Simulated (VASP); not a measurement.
# MgO (P6_3/mmc) in VASP: settings compared, part 2 of 2

VASP 6.6.1.

### Step 3. Single point, r2SCAN (epitaxial xy strain -4.3%)

POSCAR reads:

```
MgO
1.0
    3.3353094178      0.0000000000      0.0000000000
   -1.6676547089      2.8884626853      0.0000000000
    0.0000000000      0.0000000000      4.3010910071
Mg O
2 2
Direct
    0.6666666667      0.3333333333      0.7500000000
    0.3333333333      0.6666666667      0.2500000000
    0.6666666667      0.3333333333      0.2500000000
    0.3333333333      0.6666666667      0.7500000000
```

INCAR.step1 reads:

```
SYSTEM = MgO
ALGO     = Normal         ! electronic algorithm
EDIFF    = 1E-4           ! SCF threshold, eV
ENCUT    = 520            ! plane-wave cutoff, eV
GGA      = PE             ! functional
ISMEAR   = 0              ! smearing method
LASPH    = .TRUE.         ! aspherical terms in the spheres
LCHARG   = .FALSE.        ! write CHGCAR
LREAL    = .FALSE.        ! projectors in reciprocal space
LWAVE    = .TRUE.         ! write WAVECAR
NBANDS   = 16             ! bands
NELM     = 80             ! most SCF steps
PREC     = Accurate       ! precision mode
SIGMA    = 0.01           ! smearing width, eV
```

INCAR.step2 reads:

```
SYSTEM = MgO
ALGO     = Normal         ! electronic algorithm
EDIFF    = 1E-6           ! SCF threshold, eV
ENCUT    = 520            ! plane-wave cutoff, eV
ISIF     = 2              ! what is computed and relaxed
ISMEAR   = 0              ! smearing method
ISTART   = 1            
LASPH    = .TRUE.         ! aspherical terms in the spheres
LCHARG   = .FALSE.        ! write CHGCAR
LMIXTAU  = .TRUE.       
LREAL    = .FALSE.        ! projectors in reciprocal space
LWAVE    = .FALSE.        ! write WAVECAR
METAGGA  = R2SCAN         ! meta-GGA
NBANDS   = 16             ! bands
NELM     = 80             ! most SCF steps
PREC     = Accurate       ! precision mode
SIGMA    = 0.01           ! smearing width, eV
```

KPOINTS reads:

```
k-points
0
G
  12 12 6
  0 0 0
```

Potentials or basis: VASP PAW PBE potentials, release 64 (Mg, O).

On the command line:

```bash
> cat potpaw_PBE.64/Mg/POTCAR potpaw_PBE.64/O/POTCAR > POTCAR
> cp INCAR.step1 INCAR
> mpirun -np 1 vasp_std > vasp.out
> cp INCAR.step2 INCAR
> mpirun -np 1 vasp_std > vasp.out
```

OUTCAR:

```text
SYSTEM = MgO
   EDIFF = 1E-6
   ENCUT = 520
   ISIF = 2
   ISMEAR = 0
   ISTART = 1
   LASPH = .TRUE.
   LREAL = .FALSE.
   METAGGA = R2SCAN
   NELM = 80
   PREC = Accurate

 ion  position               nearest neighbor table
   1  0.667  0.333  0.750-   4 1.93   4 1.93   4 1.93   3 2.15   3 2.15   2 2.89   2 2.89   2 2.89
                             2 2.89   2 2.89   2 2.89
   2  0.333  0.667  0.250-   3 1.93   3 1.93   3 1.93   4 2.15   4 2.15   1 2.89   1 2.89   1 2.89
                             1 2.89   1 2.89   1 2.89
   3  0.667  0.333  0.250-   2 1.93   2 1.93   2 1.93   1 2.15   1 2.15
   4  0.333  0.667  0.750-   1 1.93   1 1.93   1 1.93   2 2.15   2 2.15

  LATTYP: Found a hexagonal cell.
 ALAT       =     3.3353094178
 C/A-ratio  =     1.2895628166

  Lattice vectors:

 A1 = (   3.3353094178,   0.0000000000,   0.0000000000)
 A2 = (  -1.6676547089,   2.8884626853,   0.0000000000)
 A3 = (   0.0000000000,   0.0000000000,   4.3010910071)

Analysis of symmetry for initial positions (statically):
=====================================================================
 Subroutine PRICEL returns:
 Original cell was already a primitive cell.

 Routine SETGRP: Setting up the symmetry group for a
 hexagonal supercell.

 Subroutine GETGRP returns: Found 24 space group operations
 (whereof 12 operations were pure point group operations)
 out of a pool of 24 trial point group operations.

The static configuration has the point symmetry D_3d.
 The point group associated with its full space group is D_6h.

Analysis of symmetry for dynamics (positions and initial velocities):
=====================================================================
 Subroutine PRICEL returns:
 Original cell was already a primitive cell.

 Routine SETGRP: Setting up the symmetry group for a
 hexagonal supercell.

 Subroutine GETGRP returns: Found 24 space group operations
 (whereof 12 operations were pure point group operations)
 out of a pool of 24 trial point group operations.

The dynamic configuration has the point symmetry D_3d.
 The point group associated with its full space group is D_6h.

 Subroutine INISYM returns: Found 24 space group operations
 (whereof 12 operations are pure point group operations),
 and found     1 'primitive' translations

----------------------------------------------------------------------------------------

                                     Primitive cell

  volume of cell :      41.4364

  direct lattice vectors                    reciprocal lattice vectors
     3.335309418  0.000000000  0.000000000     0.299822258  0.173102461  0.000000000
    -1.667654709  2.888462685  0.000000000     0.000000000  0.346204922  0.000000000
     0.000000000  0.000000000  4.301091007     0.000000000  0.000000000  0.232499149

  length of vectors
     3.335309418  3.335309418  4.301091007     0.346204922  0.346204922  0.232499149

  position of ions in fractional coordinates (direct lattice)
     0.666666667  0.333333333  0.750000000
     0.333333333  0.666666667  0.250000000
     0.666666667  0.333333333  0.250000000
[... 32 lines left out ...]

 Found     76 irreducible k-points:

 Following reciprocal coordinates:
            Coordinates               Weight
  0.000000  0.000000  0.000000      1.000000
  0.083333 -0.000000  0.000000      6.000000
  0.166667  0.000000  0.000000      6.000000
  0.250000  0.000000  0.000000      6.000000
  0.333333  0.000000  0.000000      6.000000
  0.416667  0.000000  0.000000      6.000000
[... 16 lines left out ...]
  0.250000  0.000000  0.166667     12.000000
  0.333333  0.000000  0.166667     12.000000
 [... further k-points ...]
   k-points           NKPTS =     76   k-points in BZ     NKDIM =     76   number of bands    NBANDS=     16
   number of dos      NEDOS =    301   number of ions     NIONS =      4
   total plane-waves  NPLWV =  25088
   dimension x,y,z NGX =    28 NGY =   28 NGZ =   32
   dimension x,y,z NGXF=    56 NGYF=   56 NGZF=   64
   ions per type =               2   2
   NGX,Y,Z   is equivalent  to a cutoff of  13.96, 13.96, 12.37 a.u.
   NGXF,Y,Z  is equivalent  to a cutoff of  27.91, 27.91, 24.74 a.u.
 SYSTEM =  MgO
   PREC   = accura    normal or accurate (medium, high low for compatibility)
   ISTART =      1    job   : 0-new  1-cont  2-samecut
   ICHARG =      0    charge: 1-file 2-atom 10-const
   ISPIN  =      1    spin polarized calculation?
   LNONCOLLINEAR =      F non collinear calculations
   LSORBIT =      F    spin-orbit coupling
   LASPH  =      T    aspherical Exc in radial PAW
   ENCUT  =  520.0 eV  38.22 Ry    6.18 a.u.   6.20  6.20  8.00*2*pi/ulx,y,z
   NELM   =     80;   NELMIN=  2; NELMDL=  0     # of ELM steps
   EDIFF  = 0.1E-05   stopping-criterion for ELM
   LREAL  =      F    real-space projection
   EDIFFG = 0.1E-04   stopping-criterion for IOM
   NSW    =      0    number of steps for IOM
   IBRION =     -1    ionic relax: 0-MD 1-quasi-New 2-CG
   NFREE  =      0    steps in history (QN), initial steepest desc. (CG)
   ISIF   =      2    stress and relaxation
   ISYM   =      2    0-nonsym 1-usesym 2-fastsym
   POTIM  = 0.5000    time-step for ionic-motion
   TEBEG  =    0.0;   TEEND  =   0.0 temperature during run
   PSTRESS=    0.0 pullay stress
   NELECT =      16.0000    total number of electrons
   NUPDOWN=      -1.0000    fix difference up-down
   EMIN   =  10.00;   EMAX   =-10.00  energy-range for DOS
   EFERMI =   0.00;   METHOD = LEGACY
   ISMEAR =     0;   SIGMA  =   0.01  broadening in eV -4-tet -1-fermi 0-gaus
   EFERMI_NEDOS =   21; number of points for ismear=-14 and -15
   IALGO  =     38    algorithm
   IMIX   =      4    mixing-type and parameters
     AMIX     =   0.40;   BMIX     =  1.00
     AMIX_MAG =   1.60;   BMIX_MAG =  1.00
  volume/ion in A,a.u.               =      10.36        69.91
  Fermi-wavevector in a.u.,A,eV,Ry     =   1.192123  2.252785 19.336011  1.421157
  Thomas-Fermi vector in A             =   2.328168
   LORBIT       =      0    0 simple, 1 ext, 2 COOP (PROOUT), +10 PAW based schemes
   METAGGA = R2SCAN    functional components
   LHFCALC =     F    Hartree Fock is set to
   AEXX    =    0.0000 exact exchange contribution
   IVDW    =     0    specifies the selected vdW correction
   LEPSILON=     F    determine dielectric tensor
   LRPA    =     F    only Hartree local field effects (RPA)
 non-spin polarized calculation
 Gauss-broadening in eV      SIGMA  =   0.01
  energy-cutoff  :      520.00
  volume of cell :       41.44
 maximum number of plane-waves:      1134
 NGX is ok and might be reduce to    28
   NGX = 13   NGY = 13   NGZ = 15

 number of electron      15.9999995 magnetization

 Free energy of the ion-electron system (eV)
  ---------------------------------------------------
  ext. energy  EPLUGINS =         0.00000000
  ---------------------------------------------------
  free energy    TOTEN  =       -31.90770969 eV

  energy without entropy =      -31.90770969  energy(sigma->0) =      -31.90770969

 E-fermi :   2.2162     XC(G=0): -10.8593

 val. band max:        2.0865928162   @ k =   0.0000   0.0000   0.0000
 cond. band min:       6.4537805310   @ k =   0.0000   0.0000   0.0000
 fundamental gap:      4.3671877148
 Fermi energy:         2.2162314796

 k-point     1 :       0.0000    0.0000    0.0000
  band No.  band energies     occupation
      1     -16.1424      2.00000
      2     -14.7584      2.00000
      3      -2.0340      2.00000
      4       0.2402      2.00000
      5       0.2402      2.00000
      6       1.0154      2.00000
[... 433 lines left out ...]
      3      -1.7067      2.00000
      4      -0.8930      2.00000
      5      -0.1558      2.00000
      6      -0.1494      2.00000
[... 8 lines left out ...]
     15      17.6582      0.00000
     16      18.2583      0.00000

 [... further k-points ...]

------------------------ aborting loop because EDIFF is reached ----------------------------------------

  FORCE on cell =-STRESS in cart. coord.  units (eV):
  Direction    XX          YY          ZZ          XY          YZ          ZX
  --------------------------------------------------------------------------------------
  -------------------------------------------------------------------------------------
  Total        3.9271265      3.9271265     -0.2536966      0.0000000      0.0000000      0.0000000
  in kB      151.8462088    151.8462088     -9.8094287      0.0000000      0.0000000      0.0000000
  external PRESSURE =      97.9609963 kB  Pullay stress =       0.0000000 kB

 VOLUME and BASIS-vectors are now :
 -----------------------------------------------------------------------------
  energy-cutoff  :      520.00
  volume of cell :       41.44
      direct lattice vectors                 reciprocal lattice vectors
     3.335309418  0.000000000  0.000000000     0.299822258  0.173102461  0.000000000
    -1.667654709  2.888462685  0.000000000     0.000000000  0.346204922  0.000000000
     0.000000000  0.000000000  4.301091007     0.000000000  0.000000000  0.232499149

 POSITION                                       TOTAL-FORCE (eV/Angst)
 -----------------------------------------------------------------------------------
      1.66765      0.96282      3.22582        -0.000000      0.000000     -0.000000
     -0.00000      1.92564      1.07527         0.000000     -0.000000     -0.000000
      1.66765      0.96282      1.07527         0.000000     -0.000000      0.000000
     -0.00000      1.92564      3.22582         0.000000     -0.000000      0.000000
 -----------------------------------------------------------------------------------
    total drift:                               -0.000000      0.000000     -0.000000

  FREE ENERGIE OF THE ION-ELECTRON SYSTEM (eV)
  ---------------------------------------------------
  free  energy   TOTEN  =       -31.9077096908 eV

  energy  without entropy=      -31.9077096908  energy(sigma->0) =      -31.90770969
```

It took 68 s on 1 thread of Intel Xeon 6975P-C (Granite Rapids), shared host; peak memory 0.19 GiB.

What came out:

- Free energy: -31.9077 eV
- Pressure: 9.8 GPa
- Band gap on the k mesh: 4.37 eV

Stress tensor (GPa, compression positive):
```
15.18  0.00  0.00
 0.00 15.18  0.00
 0.00  0.00 -0.98
```

Levels at points of the mesh, in eV from the valence-band top:
```
           k point  band 4  band 5  band 6  band 7  band 8  band 9  band 10  band 11  band 12  band 13
(0.00, 0.00, 0.00)   -1.85   -1.85   -1.07   -1.07    0.00    4.37    10.64    13.00    14.39    14.39
(0.50, 0.00, 0.00)   -2.63   -2.45   -2.39   -1.44   -0.82    8.02    10.26    10.40    13.89    14.14
(0.00, 0.00, 0.50)   -2.59   -1.47   -1.47   -1.47   -1.47    7.41     7.41    14.76    14.76    14.76
(0.50, 0.00, 0.50)   -4.16   -1.72   -1.72   -1.06   -1.06    8.19     8.19    13.48    13.48    15.57
```

Caveat: the cell differs from its parent crystal (epitaxial xy strain -4.3%); the cell stands under pressure; the PAW data sets were made with another functional, which shifts forces and pressure a little. A k mesh can miss the band edges.
